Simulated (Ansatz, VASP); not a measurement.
AlN in VASP and in Ansatz

INCAR

```
  PREC = Accurate
  ENCUT = 520
  EDIFF = 1E-6
  ISMEAR = 0
  SIGMA = 0.05
  LREAL = False
  LASPH = True
  NELM = 80
  ALGO = Normal
  ISIF = 2
  LWAVE = False
  LCHARG = False
  GGA = PE
  NBANDS = 11
```

KPOINTS

```
Automatic mesh
0
Gamma
  10 10 10
```

The input POSCAR:

```
AlN
1.0
   -0.1424437406      1.9992996450      1.9992996450
    1.8924668396     -0.0356109352      1.8924668396
    2.0349105802      2.0349105802     -0.1780546758
Al N
1 1
Direct
    0.5000000000      0.5000000000      0.5000000000
    0.0000000000      0.0000000000      0.0000000000
```

Input for Ansatz:

```yaml
crystal:
  lattice:
    - [-0.1424437406, 1.999299645, 1.999299645]
    - [1.8924668396, -0.0356109352, 1.8924668396]
    - [2.0349105802, 2.0349105802, -0.1780546758]
  atoms:
    - { symbol: Al, position: [0.5, 0.5, 0.5] }
    - { symbol: "N", position: [0.0, 0.0, 0.0] }
basis:
  ecutwfc: 520.0
kpoints:
  mp_grid: { grid: [10, 10, 10] }
hamiltonian:
  xc: pbe
  pseudopotentials: { kind: paw, azcp: { folder: soft_1 } }
scf:
  occupations: { method: gaussian, width: 0.05 }
output:
  forces: true
  stress: true
  eigenvalues: true
```

Change from the starting cell: engineering shear strain xz -0.1400, engineering shear strain yz -0.0350.

Alike in both runs: task single point; functional PBE; k mesh 10 × 10 × 10; occupations gaussian, width 0.05 eV; no spin polarisation.

```csv
,VASP,Ansatz
version,VASP 6.6.1,Ansatz 0.2.0
potentials or method,"VASP PAW PBE potentials, release 64 (Al, N), cutoff 520 eV","scalar-relativistic, plane waves, PAW"
valence electrons in the cell,8,8
```

|  | VASP | Ansatz | Ansatz less VASP |
| --- | --- | --- | --- |
| gap on the k mesh at the Fermi level (eV) | 1.53 | 1.54 | +0.010 |
| least direct gap on the mesh (eV) | 3.68 | 3.67 | -0.008 |
| pressure (GPa) | 2.5 | 2.7 | +0.14 |
| traceless stress, the component that is largest in VASP (GPa) | 43.63 | 43.60 | -0.027 |
